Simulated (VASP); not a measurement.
# GaN (F-43m) in VASP: single point with PBE

Aim: the single point of GaN with PBE.

Program: VASP 6.6.1. These are calculated values, not measurements. Logs are shortened: lines on timing, memory, paths and dates and some standing lists are left out, and cuts for length are marked.

## Step 1: The cell of the first run

The structure is cubic, space group F-43m (No. 216). Conventional cell: a = 4.507 Å, b = 4.507 Å, c = 4.507 Å, α = 90.00°, β = 90.00°, γ = 90.00°. Within 2.6 Å of Ga (site symmetry -43m) lie 4 N at 1.95 Å. N (site symmetry -43m) has 4 Ga at 1.95 Å within 2.6 Å.

## Step 2: Single point, PBE

Contents of INCAR:

```
SYSTEM = GaN
ALGO = Normal
EDIFF = 1E-6
ENCUT = 520
GGA = PE
ISIF = 2
ISMEAR = 0
LASPH = .TRUE.
LCHARG = .FALSE.
LREAL = Auto
LWAVE = .FALSE.
NBANDS = 276
NELM = 80
PREC = Accurate
SIGMA = 0.05
```

Contents of KPOINTS:

```
k-points
0
G
  2 2 2
  0 0 0
```

Contents of POSCAR:

```
GaN
1.0
    0.0000000000      6.7605020000      6.7605020000
    6.7605020000      0.0000000000      6.7605020000
    6.7605020000      6.7605020000      0.0000000000
Ga N
27 27
Direct
    0.0000000000      0.0000000000      0.0000000000
    0.0000000000      0.0000000000      0.3333330000
    0.0000000000      0.0000000000      0.6666670000
    0.0000000000      0.3333330000      0.0000000000
    0.0000000000      0.3333330000      0.3333330000
    0.0000000000      0.3333330000      0.6666670000
    0.0000000000      0.6666670000      0.0000000000
    0.0000000000      0.6666670000      0.3333330000
    0.0000000000      0.6666670000      0.6666670000
    0.3333330000      0.0000000000      0.0000000000
    0.3333330000      0.0000000000      0.3333330000
    0.3333330000      0.0000000000      0.6666670000
    0.3333330000      0.3333330000      0.0000000000
    0.3333330000      0.3333330000      0.3333330000
    0.3333330000      0.3333330000      0.6666670000
    0.3333330000      0.6666670000      0.0000000000
    0.3333330000      0.6666670000      0.3333330000
    0.3333330000      0.6666670000      0.6666670000
    0.6666670000      0.0000000000      0.0000000000
    0.6666670000      0.0000000000      0.3333330000
    0.6666670000      0.0000000000      0.6666670000
    0.6666670000      0.3333330000      0.0000000000
    0.6666670000      0.3333330000      0.3333330000
    0.6666670000      0.3333330000      0.6666670000
    0.6666670000      0.6666670000      0.0000000000
    0.6666670000      0.6666670000      0.3333330000
    0.6666670000      0.6666670000      0.6666670000
    0.2500000000      0.2500000000      0.2500000000
    0.2500000000      0.2500000000      0.5833330000
    0.2500000000      0.2500000000      0.9166670000
    0.2500000000      0.5833330000      0.2500000000
    0.2500000000      0.5833330000      0.5833330000
    0.2500000000      0.5833330000      0.9166670000
    0.2500000000      0.9166670000      0.2500000000
    0.2500000000      0.9166670000      0.5833330000
    0.2500000000      0.9166670000      0.9166670000
    0.5833330000      0.2500000000      0.2500000000
    0.5833330000      0.2500000000      0.5833330000
    0.5833330000      0.2500000000      0.9166670000
    0.5833330000      0.5833330000      0.2500000000
    0.5833330000      0.5833330000      0.5833330000
    0.5833330000      0.5833330000      0.9166670000
    0.5833330000      0.9166670000      0.2500000000
    0.5833330000      0.9166670000      0.5833330000
    0.5833330000      0.9166670000      0.9166670000
    0.9166670000      0.2500000000      0.2500000000
    0.9166670000      0.2500000000      0.5833330000
    0.9166670000      0.2500000000      0.9166670000
    0.9166670000      0.5833330000      0.2500000000
    0.9166670000      0.5833330000      0.5833330000
    0.9166670000      0.5833330000      0.9166670000
    0.9166670000      0.9166670000      0.2500000000
    0.9166670000      0.9166670000      0.5833330000
    0.9166670000      0.9166670000      0.9166670000
```

Potentials or basis: VASP PAW PBE potentials, release 64 (Ga_d, N).

The run is started by

```console
> cat potpaw_PBE.64/Ga_d/POTCAR potpaw_PBE.64/N/POTCAR > POTCAR
> mpirun -np 1 vasp_std > vasp.out
```

OUTCAR:

```text
SYSTEM = GaN
   EDIFF = 1E-6
   ENCUT = 520
   GGA = PE
   ISIF = 2
   ISMEAR = 0
   LASPH = .TRUE.
   LREAL = Auto
   NELM = 80
   PREC = Accurate

 ion  position               nearest neighbor table
   1  0.000  0.000  0.000-  54 1.95  48 1.95  52 1.95  36 1.95
   2  0.000  0.000  0.333-  52 1.95  46 1.95  34 1.95  53 1.95
   3  0.000  0.000  0.667-  35 1.95  47 1.95  53 1.95  54 1.95
   4  0.000  0.333  0.000-  48 1.95  46 1.95  30 1.95  51 1.95
   5  0.000  0.333  0.333-  46 1.95  28 1.95  47 1.95  49 1.95
   6  0.000  0.333  0.667-  29 1.95  47 1.95  48 1.95  50 1.95
[... 54 lines left out ...]
 A1 = (   0.0000000000,   6.7605020000,   6.7605020000)
 A2 = (   6.7605020000,   0.0000000000,   6.7605020000)
 A3 = (   6.7605020000,   6.7605020000,   0.0000000000)

Analysis of symmetry for initial positions (statically):
=====================================================================
 Subroutine PRICEL returns following result:

  LATTYP: Found a face centered cubic cell.
 ALAT       =     4.5069968263

  Lattice vectors:

 A1 = (   0.0000000000,   2.2534984132,   2.2534984132)
 A2 = (   2.2534984132,   0.0000000000,   2.2534984132)
 A3 = (   2.2534984132,   2.2534984132,   0.0000000000)

  27 primitive cells build up your supercell.

 Routine SETGRP: Setting up the symmetry group for a
 face centered cubic supercell.

 Subroutine GETGRP returns: Found 24 space group operations
 (whereof 24 operations were pure point group operations)
 out of a pool of 48 trial point group operations.

The static configuration has the point symmetry T_d .

Analysis of symmetry for dynamics (positions and initial velocities):
=====================================================================
 Subroutine PRICEL returns following result:

  LATTYP: Found a face centered cubic cell.
 ALAT       =     4.5069968263

  Lattice vectors:

 A1 = (   0.0000000000,   2.2534984132,   2.2534984132)
 A2 = (   2.2534984132,   0.0000000000,   2.2534984132)
 A3 = (   2.2534984132,   2.2534984132,   0.0000000000)

  27 primitive cells build up your supercell.

 Routine SETGRP: Setting up the symmetry group for a
 face centered cubic supercell.

 Subroutine GETGRP returns: Found 24 space group operations
 (whereof 24 operations were pure point group operations)
 out of a pool of 48 trial point group operations.

The dynamic configuration has the point symmetry T_d .

 Subroutine INISYM returns: Found 24 space group operations
[... 80 lines left out ...]
   NFREE  =      0    steps in history (QN), initial steepest desc. (CG)
   ISIF   =      2    stress and relaxation
   ISYM   =      2    0-nonsym 1-usesym 2-fastsym
   POTIM  = 0.5000    time-step for ionic-motion
   TEBEG  =    0.0;   TEEND  =   0.0 temperature during run
   PSTRESS=    0.0 pullay stress
   NELECT =     486.0000    total number of electrons
   NUPDOWN=      -1.0000    fix difference up-down
   EMIN   =  10.00;   EMAX   =-10.00  energy-range for DOS
   EFERMI =   0.00;   METHOD = LEGACY
   ISMEAR =     0;   SIGMA  =   0.05  broadening in eV -4-tet -1-fermi 0-gaus
   EFERMI_NEDOS =   21; number of points for ismear=-14 and -15
   IALGO  =     38    algorithm
   IMIX   =      4    mixing-type and parameters
     AMIX     =   0.40;   BMIX     =  1.00
     AMIX_MAG =   1.60;   BMIX_MAG =  1.00
  volume/ion in A,a.u.               =      11.44        77.23
  Fermi-wavevector in a.u.,A,eV,Ry     =   1.511117  2.855596 31.068541  2.283473
  Thomas-Fermi vector in A             =   2.621216
   LORBIT       =      0    0 simple, 1 ext, 2 COOP (PROOUT), +10 PAW based schemes
   GGA     = PE    functional components
   LHFCALC =     F    Hartree Fock is set to
   AEXX    =    0.0000 exact exchange contribution
   IVDW    =     0    specifies the selected vdW correction
   LEPSILON=     F    determine dielectric tensor
   LRPA    =     F    only Hartree local field effects (RPA)
 non-spin polarized calculation
 Gauss-broadening in eV      SIGMA  =   0.05
  energy-cutoff  :      520.00
  volume of cell :      617.97
 maximum number of plane-waves:     16670
 NGX is ok and might be reduce to    72
   NGX = 35   NGY = 35   NGZ = 35

 number of electron     486.0000110 magnetization

 Free energy of the ion-electron system (eV)
  ---------------------------------------------------
  ext. energy  EPLUGINS =         0.00000000
  ---------------------------------------------------
  free energy    TOTEN  =      -327.76481136 eV

  energy without entropy =     -327.76481136  energy(sigma->0) =     -327.76481136

 E-fermi :   5.5479     XC(G=0): -11.6657

 val. band max:        5.2861608367   @ k =   0.0000   0.0000   0.0000
 cond. band min:       7.0086040072   @ k =   0.0000   0.0000   0.0000
 fundamental gap:      1.7224431705
 Fermi energy:         5.5478882511

 k-point     1 :       0.0000    0.0000    0.0000
  band No.  band energies     occupation
      1     -10.6488      2.00000
      2      -9.8934      2.00000
      3      -9.8934      2.00000
      4      -9.8934      2.00000
      5      -9.8934      2.00000
      6      -9.8934      2.00000
[... 763 lines left out ...]
    254      10.5824      0.00000
    255      11.0149      0.00000
 [bands above 255 left out]

------------------------ aborting loop because EDIFF is reached ----------------------------------------

  FORCE on cell =-STRESS in cart. coord.  units (eV):
  Direction    XX          YY          ZZ          XY          YZ          ZX
  --------------------------------------------------------------------------------------
  -------------------------------------------------------------------------------------
  Total       19.0873377     19.0873377     19.0873377      0.0000000     -0.0000000     -0.0000000
  in kB       49.4867699     49.4867699     49.4867699      0.0000000     -0.0000000     -0.0000000
  external PRESSURE =      49.4867699 kB  Pullay stress =       0.0000000 kB

 VOLUME and BASIS-vectors are now :
 -----------------------------------------------------------------------------
  energy-cutoff  :      520.00
  volume of cell :      617.97
      direct lattice vectors                 reciprocal lattice vectors
     0.000000000  6.760502000  6.760502000    -0.073959005  0.073959005  0.073959005
     6.760502000  0.000000000  6.760502000     0.073959005 -0.073959005  0.073959005
     6.760502000  6.760502000  0.000000000     0.073959005  0.073959005 -0.073959005

 POSITION                                       TOTAL-FORCE (eV/Angst)
 -----------------------------------------------------------------------------------
      0.00000      0.00000      0.00000         0.000000      0.000000      0.000000
      2.25350      2.25350      0.00000         0.000000      0.000000      0.000000
      4.50700      4.50700      0.00000         0.000000      0.000000      0.000000
      2.25350      0.00000      2.25350         0.000000      0.000000      0.000000
      4.50700      2.25350      2.25350         0.000000      0.000000      0.000000
      6.76050      4.50700      2.25350         0.000000      0.000000      0.000000
[... 46 lines left out ...]
     10.14075     10.14075     12.39426        -0.000000     -0.000000     -0.000000
     12.39426     12.39426     12.39426        -0.000000     -0.000000     -0.000000
 -----------------------------------------------------------------------------------
    total drift:                               -0.000041     -0.000041     -0.000039

  FREE ENERGIE OF THE ION-ELECTRON SYSTEM (eV)
  ---------------------------------------------------
  free  energy   TOTEN  =      -327.7648113602 eV

  energy  without entropy=     -327.7648113602  energy(sigma->0) =     -327.76481136
```

Wall time 31 min (1 thread of Oxide Virtual Turin-like, shared host); peak memory 0.89 GiB.

Results:

```
Free energy            : -327.7648 eV
Pressure               : 4.9 GPa
Band gap on the k mesh : 1.72 eV
```

Levels at points of the mesh, in eV from the valence-band top:
```tsv
k point	band 241	band 242	band 243	band 244	band 245	band 246
(0.00, 0.00, 0.00)	0.00	0.00	0.00	1.72	4.24	4.24
(0.50, 0.00, 0.00)	-0.27	-0.27	-0.27	3.33	3.33	4.51
(0.50, 0.50, 0.00)	-0.40	-0.40	-0.40	3.35	3.85	3.85
```

Caveat: the cell stands under pressure.
